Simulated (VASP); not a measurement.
# WC in VASP: further runs, part 2 of 2

VASP 6.6.1. The steps go on from the part before.

## Step 3: Single point, LDA

Contents of INCAR:

```
SYSTEM = WC
PREC     = Accurate       ! precision mode
ENCUT    = 520            ! plane-wave cutoff, eV
EDIFF    = 1E-6           ! SCF threshold, eV
ISMEAR   = -1             ! smearing method
SIGMA    = 0.05           ! smearing width, eV
LREAL    = Auto         
LASPH    = .True.         ! aspherical terms in the spheres
NELM     = 80             ! most SCF steps
ALGO     = Normal         ! electronic algorithm
ISIF     = 2              ! what is computed and relaxed
LWAVE    = .False.        ! write WAVECAR
LCHARG   = .False.        ! write CHGCAR
NBANDS   = 86             ! bands
```

Contents of KPOINTS:

```
Automatic mesh
0
Gamma
  2 2 1
  0 0 0
```

Contents of POSCAR:

```
WC
1.0
    5.6779000000      0.0000000000      0.0000000000
    0.0000000000      5.5768400000      0.0000000000
    0.0000000000      0.0000000000     15.0976710000
W C
8 8
Direct
    0.0000000000      0.0000000000      0.0662353816
    0.2506032160      0.0001613817      0.2288101257
    0.0000000000      0.4999964137      0.0662353816
    0.2553937195      0.4997812381      0.2287902551
    0.5000088061      0.0000000000      0.0662353816
    0.7562126843     -0.0169450800      0.2246902850
    0.5000088061      0.4999964137      0.0662353816
    0.7529192131      0.4743905151      0.2369504541
   -0.0017259902      0.2385401051      0.1593557046
    0.0739181740      0.2803738318      0.2936015760
   -0.0041212420      0.7483449409      0.1675423978
    0.3483858469      0.7667065937      0.3193870101
    0.4967505592      0.2348641883      0.1780738234
    0.7486218496      0.1738798316      0.3560019290
    0.5160886948      0.7589064775      0.1685491756
    0.6348473908      0.7342509378      0.3202281994
```

Potentials or basis: VASP PAW LDA potentials, release 64 (W_sv, C).

The run is started by

```
$ cat potpaw_LDA.64/W_sv/POTCAR potpaw_LDA.64/C/POTCAR > POTCAR
$ mpirun -np 1 vasp_std > vasp.out
```

OUTCAR:

```text
SYSTEM = WC
   PREC = Accurate
   ENCUT = 520
   EDIFF = 1E-6
   ISMEAR = -1
   LREAL = Auto
   LASPH = .True.
   NELM = 80
   ISIF = 2

 ion  position               nearest neighbor table
   1  0.000  0.000  0.066-   9 1.94  11 2.08   6 2.77   3 2.79   3 2.79   2 2.84   5 2.84   5 2.84

   2  0.251  0.000  0.229-  12 1.97  13 2.06  10 2.10  15 2.22   9 2.22  11 2.22   4 2.79   4 2.79
                             6 2.81   5 2.83   1 2.84   6 2.87
   3  0.000  0.500  0.066-   9 2.03  11 2.06   1 2.79   1 2.79   7 2.84   7 2.84   4 2.85   8 2.94

   4  0.255  0.500  0.229-  10 1.88  12 2.09  13 2.16  11 2.22  15 2.26   9 2.31   2 2.79   2 2.79
                             7 2.82   8 2.83   3 2.85   8 2.86
   5  0.500  0.000  0.066-  15 2.05  13 2.14   7 2.79   7 2.79   6 2.80   2 2.83   1 2.84   1 2.84

   6  0.756  0.983  0.225-  15 2.03  11 2.08  16 2.12  13 2.15   9 2.21  14 2.25  10 2.66   8 2.75
                             1 2.77   5 2.80   2 2.81   8 2.84   2 2.87
   7  0.500  0.500  0.066-  15 2.12  13 2.24   5 2.79   5 2.79   4 2.82   3 2.84   3 2.84   8 2.95

   8  0.753  0.474  0.237-  16 2.03  13 2.17   9 2.25  10 2.29  11 2.31  15 2.32  14 2.46   6 2.75
                             4 2.83   6 2.84   4 2.86   3 2.94   7 2.95
   9  0.998  0.239  0.159-   1 1.94   3 2.03   6 2.21   2 2.22   8 2.25   4 2.31
  10  0.074  0.280  0.294-   4 1.88   2 2.10   8 2.29   6 2.66
  11  0.996  0.748  0.168-   3 2.06   6 2.08   1 2.08   2 2.22   4 2.22   8 2.31
  12  0.348  0.767  0.319-  16 1.64   2 1.97   4 2.09
  13  0.497  0.235  0.178-   2 2.06   5 2.14   6 2.15   4 2.16   8 2.17   7 2.24
  14  0.749  0.174  0.356-   6 2.25   8 2.46
  15  0.516  0.759  0.169-   6 2.03   5 2.05   7 2.12   2 2.22   4 2.26   8 2.32
  16  0.635  0.734  0.320-  12 1.64   8 2.03   6 2.12

  LATTYP: Found a simple orthorhombic cell.
 ALAT       =     5.5768400000
 B/A-ratio  =     1.0181213734
 C/A-ratio  =     2.7072089212

  Lattice vectors:

 A1 = (   0.0000000000,  -5.5768400000,   0.0000000000)
 A2 = (   5.6779000000,   0.0000000000,   0.0000000000)
 A3 = (   0.0000000000,   0.0000000000,  15.0976710000)

Analysis of symmetry for initial positions (statically):
=====================================================================
 Subroutine PRICEL returns:
 Original cell was already a primitive cell.

 Routine SETGRP: Setting up the symmetry group for a
 simple orthorhombic supercell.

 Subroutine GETGRP returns: Found  1 space group operations
 (whereof  1 operations were pure point group operations)
 out of a pool of  8 trial point group operations.

The static configuration has the point symmetry C_1 .

Analysis of symmetry for dynamics (positions and initial velocities):
=====================================================================
 Subroutine PRICEL returns:
 Original cell was already a primitive cell.

 Routine SETGRP: Setting up the symmetry group for a
 simple orthorhombic supercell.

 Subroutine GETGRP returns: Found  1 space group operations
 (whereof  1 operations were pure point group operations)
 out of a pool of  8 trial point group operations.

The dynamic configuration has the point symmetry C_1 .

 Subroutine INISYM returns: Found  1 space group operations
 (whereof  1 operations are pure point group operations),
 and found     1 'primitive' translations

[... 78 lines left out ...]
            Coordinates               Weight
  0.000000  0.000000  0.000000      1.000000
  0.500000  0.000000  0.000000      1.000000
  0.000000  0.500000  0.000000      1.000000
  0.500000  0.500000  0.000000      1.000000
   k-points           NKPTS =      4   k-points in BZ     NKDIM =      4   number of bands    NBANDS=     86
   number of dos      NEDOS =    301   number of ions     NIONS =     16
   total plane-waves  NPLWV = 197568
   dimension x,y,z NGX =    42 NGY =   42 NGZ =  112
   dimension x,y,z NGXF=    84 NGYF=   84 NGZF=  224
   ions per type =               8   8
   NGX,Y,Z   is equivalent  to a cutoff of  12.30, 12.52, 12.33 a.u.
   NGXF,Y,Z  is equivalent  to a cutoff of  24.59, 25.04, 24.67 a.u.
 SYSTEM =  WC
   PREC   = accura    normal or accurate (medium, high low for compatibility)
   ISTART =      0    job   : 0-new  1-cont  2-samecut
   ICHARG =      2    charge: 1-file 2-atom 10-const
   ISPIN  =      1    spin polarized calculation?
   LNONCOLLINEAR =      F non collinear calculations
   LSORBIT =      F    spin-orbit coupling
   LASPH  =      T    aspherical Exc in radial PAW
   ENCUT  =  520.0 eV  38.22 Ry    6.18 a.u.  10.56 10.37 28.07*2*pi/ulx,y,z
   NELM   =     80;   NELMIN=  2; NELMDL= -5     # of ELM steps
   EDIFF  = 0.1E-05   stopping-criterion for ELM
   LREAL  =      T    real-space projection
   EDIFFG = 0.1E-04   stopping-criterion for IOM
   NSW    =      0    number of steps for IOM
   IBRION =     -1    ionic relax: 0-MD 1-quasi-New 2-CG
   NFREE  =      0    steps in history (QN), initial steepest desc. (CG)
   ISIF   =      2    stress and relaxation
   ISYM   =      2    0-nonsym 1-usesym 2-fastsym
   POTIM  = 0.5000    time-step for ionic-motion
   TEBEG  =    0.0;   TEEND  =   0.0 temperature during run
   PSTRESS=    0.0 pullay stress
   NELECT =     144.0000    total number of electrons
   NUPDOWN=      -1.0000    fix difference up-down
   EMIN   =  10.00;   EMAX   =-10.00  energy-range for DOS
   EFERMI =   0.00;   METHOD = LEGACY
   ISMEAR =    -1;   SIGMA  =   0.05  broadening in eV -4-tet -1-fermi 0-gaus
   EFERMI_NEDOS =   21; number of points for ismear=-14 and -15
   IALGO  =     38    algorithm
   IMIX   =      4    mixing-type and parameters
     AMIX     =   0.40;   BMIX     =  1.00
     AMIX_MAG =   1.60;   BMIX_MAG =  1.00
  volume/ion in A,a.u.               =      29.88       201.63
  Fermi-wavevector in a.u.,A,eV,Ry     =   1.097405  2.073795 16.385473  1.204298
  Thomas-Fermi vector in A             =   2.233765
   LORBIT       =      0    0 simple, 1 ext, 2 COOP (PROOUT), +10 PAW based schemes
   GGA     = CA    functional components
   LHFCALC =     F    Hartree Fock is set to
   AEXX    =    0.0000 exact exchange contribution
   IVDW    =     0    specifies the selected vdW correction
   LEPSILON=     F    determine dielectric tensor
   LRPA    =     F    only Hartree local field effects (RPA)
 non-spin polarized calculation
  energy-cutoff  :      520.00
  volume of cell :      478.06
 maximum number of plane-waves:     12909
   NGX = 21   NGY = 21   NGZ = 57

 number of electron     143.9999985 magnetization

 Free energy of the ion-electron system (eV)
  ---------------------------------------------------
  ext. energy  EPLUGINS =         0.00000000
  ---------------------------------------------------
  free energy    TOTEN  =      -168.92450650 eV

  energy without entropy =     -168.82977990  energy(sigma->0) =     -168.87714320

 E-fermi :   0.3623     XC(G=0):  -6.3346

 val. band max:        0.3233992920   @ k =   0.5000   0.0000   0.0000
 cond. band min:       0.4006976774   @ k =   0.5000   0.5000   0.0000
 fundamental gap:      0.0772983854
 Fermi energy:         0.3623006020

 k-point     1 :       0.0000    0.0000    0.0000
  band No.  band energies     occupation
      1     -73.5983      2.00000
      2     -73.3941      2.00000
      3     -73.3133      2.00000
      4     -73.3084      2.00000
      5     -73.2270      2.00000
      6     -73.1852      2.00000
[... 337 lines left out ...]
     83       1.6130      0.00000
     84       1.9009      0.00000
 [bands above 84 left out]

------------------------ aborting loop because EDIFF is reached ----------------------------------------

  FORCE on cell =-STRESS in cart. coord.  units (eV):
  Direction    XX          YY          ZZ          XY          YZ          ZX
  --------------------------------------------------------------------------------------
  -------------------------------------------------------------------------------------
  Total      -10.4429305      2.8979744     -0.1084842     -0.9607818      1.7384364     -3.4043010
  in kB      -34.9983114      9.7122363     -0.3635728     -3.2199524      5.8261748    -11.4091333
  external PRESSURE =      -8.5498826 kB  Pullay stress =       0.0000000 kB

 VOLUME and BASIS-vectors are now :
 -----------------------------------------------------------------------------
  energy-cutoff  :      520.00
  volume of cell :      478.06
      direct lattice vectors                 reciprocal lattice vectors
     5.677900000  0.000000000  0.000000000     0.176121453  0.000000000  0.000000000
     0.000000000  5.576840000  0.000000000     0.000000000  0.179313016  0.000000000
     0.000000000  0.000000000 15.097671000     0.000000000  0.000000000  0.066235382

 POSITION                                       TOTAL-FORCE (eV/Angst)
 -----------------------------------------------------------------------------------
      0.00000      0.00000      1.00000         0.390617     -1.127969     -1.141778
      1.42290      0.00090      3.45450         0.341774      0.082755      0.043008
      0.00000      2.78840      1.00000         0.019961     -0.461710      0.575397
      1.45010      2.78720      3.45420         2.165003      1.585378     -1.780012
      2.83900      0.00000      1.00000        -0.087717      0.267138      0.006634
      4.29370      5.48234      3.39230        -0.787795      1.405010      2.227389
[... 8 lines left out ...]
      2.93030      4.23230      2.54470        -0.533019     -1.396857     -2.266010
      3.60460      4.09480      4.83470        -4.733883      0.041171      0.735586
 -----------------------------------------------------------------------------------
    total drift:                               -0.024077     -0.003219     -0.008165

  FREE ENERGIE OF THE ION-ELECTRON SYSTEM (eV)
  ---------------------------------------------------
  free  energy   TOTEN  =      -168.9245065035 eV

  energy  without entropy=     -168.8297798974  energy(sigma->0) =     -168.87714320
```

It took 3.8 min on 1 thread of Intel Xeon 6975P-C (Granite Rapids), shared host; peak memory 0.42 GiB.

Results:

```
Free energy            : -168.9245 eV
Largest force          : 5.651 eV/Å
Band gap on the k mesh : zero (band 72 reaches 0.52 eV, above the bottom of band 73 at 0.26 eV)
```

Forces in eV/Å, atoms in the order of the input:
```
W    0.391 -1.128 -1.142
W    0.342  0.083  0.043
W    0.020 -0.462  0.575
W    2.165  1.585 -1.780
W   -0.088  0.267  0.007
W   -0.788  1.405  2.227
W    0.435 -0.170  0.665
W   -0.187  0.239 -0.094
C   -0.444  1.343  0.909
C   -4.353 -2.377  2.709
C    1.011 -0.979  0.613
C    4.341 -0.668  1.061
C    0.527  1.375 -1.130
C    1.895  0.841 -3.133
C   -0.533 -1.397 -2.266
C   -4.734  0.041  0.736
```

Caveat: the k points lie up to 0.56 Å⁻¹ apart; spin-orbit coupling is left out, which moves the levels of the heavy elements.

## Step 4: Single point, LDA

Contents of INCAR:

```
SYSTEM = WC
ALGO = Normal
EDIFF = 1E-6
ENCUT = 520
GGA = CA
ISIF = 2
ISMEAR = -1
LASPH = .TRUE.
LCHARG = .FALSE.
LREAL = Auto
LWAVE = .FALSE.
NBANDS = 86
NELM = 80
PREC = Accurate
SIGMA = 0.05
```

Contents of KPOINTS:

```
k-points
0
G
  2 2 1
  0 0 0
```

Contents of POSCAR:

```
WC
1.0
    5.6779000000      0.0000000000      0.0000000000
    0.0000000000      5.5768400000      0.0000000000
    0.0000000000      0.0000000000     15.0976710000
W C
8 8
Direct
    0.0000000000      0.0000000000      0.0662353816
    0.2499339545      0.0012013972      0.2284458311
    0.0000000000      0.4999964137      0.0662353816
    0.2638475493      0.5011978109      0.2259023925
    0.5000088061      0.0000000000      0.0662353816
    0.7546452033     -0.0240458754      0.2258162865
    0.5000088061      0.4999964137      0.0662353816
    0.7575864316      0.4769008973      0.2375465726
    0.0131562726      0.2591431707      0.1665289964
   -0.0413709294      0.1859655289      0.3210164005
    0.0272812131      0.7350399151      0.1745898424
    0.3382588633      0.8132024587      0.3392046363
    0.5000968668      0.2586948881      0.1655089715
    0.7038165519      0.2012429978      0.3175721606
    0.4817626235      0.7351654342      0.1590046571
    0.5388259744      0.6158326221      0.3423508169
```

Potentials or basis: VASP PAW LDA potentials, release 64 (W_sv, C).

The run is started by

```
$ cat potpaw_LDA.64/W_sv/POTCAR potpaw_LDA.64/C/POTCAR > POTCAR
$ mpirun -np 1 vasp_std > vasp.out
```

OUTCAR:

```text
SYSTEM = WC
   EDIFF = 1E-6
   ENCUT = 520
   GGA = CA
   ISIF = 2
   ISMEAR = -1
   LASPH = .TRUE.
   LREAL = Auto
   NELM = 80
   PREC = Accurate

 ion  position               nearest neighbor table
   1  0.000  0.000  0.066-   9 2.09  11 2.21   6 2.79   3 2.79   3 2.79   2 2.83   5 2.84   5 2.84

   2  0.250  0.001  0.228-  12 2.04  11 2.11   9 2.18  13 2.23  15 2.24  10 2.40   4 2.79   4 2.79
                             6 2.82   1 2.83   5 2.83   6 2.87
   3  0.000  0.500  0.066-   9 2.03  11 2.10   1 2.79   1 2.79   4 2.84   7 2.84   7 2.84   8 2.93
[... 5 lines left out ...]
   6  0.755  0.976  0.226-  14 1.89  10 2.19  11 2.19  15 2.29  13 2.32   9 2.33   1 2.79   8 2.79
                             8 2.80   5 2.81   2 2.82   2 2.87
   7  0.500  0.500  0.066-  15 1.92  13 2.01   4 2.76   5 2.79   5 2.79   3 2.84   3 2.84   8 2.97

   8  0.758  0.477  0.238-  14 1.98  16 2.16   9 2.17  13 2.19  11 2.31  10 2.35  15 2.44   6 2.79
                             6 2.80   4 2.81   4 2.88   3 2.93   7 2.97
   9  0.013  0.259  0.167-   3 2.03   1 2.09   4 2.16   8 2.17   2 2.18   6 2.33
  10  0.959  0.186  0.321-  14 1.45   6 2.19   8 2.35   2 2.40
  11  0.027  0.735  0.175-   4 2.03   3 2.10   2 2.11   6 2.19   1 2.21   8 2.31
  12  0.338  0.813  0.339-  16 1.58   2 2.04   4 2.48
  13  0.500  0.259  0.166-   7 2.01   5 2.08   4 2.11   8 2.19   2 2.23   6 2.32
[... 208 lines left out ...]
      5     -73.0869      2.00000
      6     -73.0316      2.00000
[... 337 lines left out ...]
     83       1.6877      0.00000
     84       1.9797      0.00000
 [bands above 84 left out]

------------------------ aborting loop because EDIFF is reached ----------------------------------------

  FORCE on cell =-STRESS in cart. coord.  units (eV):
  Direction    XX          YY          ZZ          XY          YZ          ZX
  --------------------------------------------------------------------------------------
  -------------------------------------------------------------------------------------
  Total      -19.4671749     -1.4951009     -0.0048569      1.1899176      1.7179680      1.7105344
  in kB      -65.2420549     -5.0106632     -0.0162774      3.9878756      5.7575773      5.7326643
  external PRESSURE =     -23.4229985 kB  Pullay stress =       0.0000000 kB

 VOLUME and BASIS-vectors are now :
 -----------------------------------------------------------------------------
  energy-cutoff  :      520.00
  volume of cell :      478.06
      direct lattice vectors                 reciprocal lattice vectors
     5.677900000  0.000000000  0.000000000     0.176121453  0.000000000  0.000000000
     0.000000000  5.576840000  0.000000000     0.000000000  0.179313016  0.000000000
     0.000000000  0.000000000 15.097671000     0.000000000  0.000000000  0.066235382

 POSITION                                       TOTAL-FORCE (eV/Angst)
 -----------------------------------------------------------------------------------
      0.00000      0.00000      1.00000         0.086667     -0.164448      0.387303
      1.41910      0.00670      3.44900        -0.711878      1.047123      1.427987
      0.00000      2.78840      1.00000        -0.144440      0.188060      0.039502
      1.49810      2.79510      3.41060        -0.689795     -1.154298      2.341248
      2.83900      0.00000      1.00000         0.289736     -0.183241     -0.555546
      4.28480      5.44274      3.40930        -1.187304     -1.386188     -2.485854
[... 8 lines left out ...]
      2.73540      4.09990      2.40060         1.510462      1.834614      1.887738
      3.05940      3.43440      5.16870        -4.241859      5.116200     -2.320352
 -----------------------------------------------------------------------------------
    total drift:                                0.022275     -0.018921     -0.004031

  FREE ENERGIE OF THE ION-ELECTRON SYSTEM (eV)
  ---------------------------------------------------
  free  energy   TOTEN  =      -171.0740092448 eV

  energy  without entropy=     -170.9888162422  energy(sigma->0) =     -171.03141274
```

OSZICAR:

```text
N       E                     dE             d eps       ncg     rms          rms(c)
DAV:   1     0.166663255415E+04    0.16666E+04   -0.84183E+04   824   0.158E+03
DAV:   2    -0.845912091434E+02   -0.17512E+04   -0.17116E+04   784   0.471E+02
DAV:   3    -0.190710494496E+03   -0.10612E+03   -0.10224E+03   840   0.112E+02
[... 20 lines left out ...]
DAV:  24    -0.171073936567E+03   -0.88645E-04   -0.54534E-06   640   0.732E-03    0.263E-03
DAV:  25    -0.171073980259E+03   -0.43692E-04   -0.18489E-06   498   0.473E-03    0.172E-03
DAV:  26    -0.171074003770E+03   -0.23511E-04   -0.16184E-06   492   0.298E-03    0.883E-04
DAV:  27    -0.171074008541E+03   -0.47706E-05   -0.44885E-07   480   0.162E-03    0.450E-04
DAV:  28    -0.171074009245E+03   -0.70385E-06   -0.85297E-08   404   0.931E-04
   1 F= -.17107401E+03 E0= -.17103141E+03  d E =-.851930E-01
```

stdout:

```text
POSCAR found type information on POSCAR W C
 POSCAR found :  2 types and      16 ions
 scaLAPACK will be used
 LDA part: xc-table for (Slater(with rela. corr.)+CA(PZ))
 , standard interpolation
 POSCAR, INCAR and KPOINTS ok, starting setup
 FFT: planning ... GRIDC
 FFT: planning ... GRID_SOFT
 FFT: planning ... GRID
 WAVECAR not read
 entering main loop
```

Wall time 3.7 min (1 thread of Intel Xeon 6975P-C (Granite Rapids), shared host); peak memory 0.42 GiB.

Results:

| Item | Value |
| --- | --- |
| Free energy | -171.0740 eV |
| Largest force | 7.519 eV/Å |
| Band gap on the k mesh | zero (band 72 reaches 0.74 eV, above the bottom of band 73 at 0.30 eV) |

Forces in eV/Å, atoms in the order of the input:
```
W    0.087 -0.164  0.387
W   -0.712  1.047  1.428
W   -0.144  0.188  0.040
W   -0.690 -1.154  2.341
W    0.290 -0.183 -0.556
W   -1.187 -1.386 -2.486
W    0.816 -0.578 -1.310
W   -1.012  2.138 -1.411
C   -0.423 -1.213 -0.376
C   -1.309  0.634 -0.915
C   -1.685  0.955 -0.736
C    4.955 -5.605 -0.750
C    0.004 -1.288  0.878
C    3.742 -0.342  3.899
C    1.510  1.835  1.888
C   -4.242  5.116 -2.320
```

Levels at points of the mesh, in eV from the Fermi level:
| k point | band 68 | band 69 | band 70 | band 71 | band 72 | band 73 | band 74 | band 75 | band 76 | band 77 |
| --- | --- | --- | --- | --- | --- | --- | --- | --- | --- | --- |
| (0.00, 0.00, 0.00) | -0.64 | -0.36 | -0.20 | 0.05 | 0.22 | 0.38 | 0.75 | 1.00 | 1.12 | 1.55 |
| (0.50, 0.00, 0.00) | -0.80 | -0.71 | -0.27 | -0.12 | -0.07 | 0.10 | 0.23 | 0.56 | 1.08 | 1.20 |
| (0.00, 0.50, 0.00) | -1.18 | -0.92 | -0.49 | -0.34 | -0.08 | 0.08 | 0.23 | 0.66 | 0.78 | 1.19 |
| (0.50, 0.50, 0.00) | -1.11 | -0.92 | -0.47 | -0.41 | -0.33 | -0.21 | -0.11 | 0.27 | 0.31 | 0.41 |

Caveat: the k points lie up to 0.56 Å⁻¹ apart; spin-orbit coupling is left out, which moves the levels of the heavy elements.
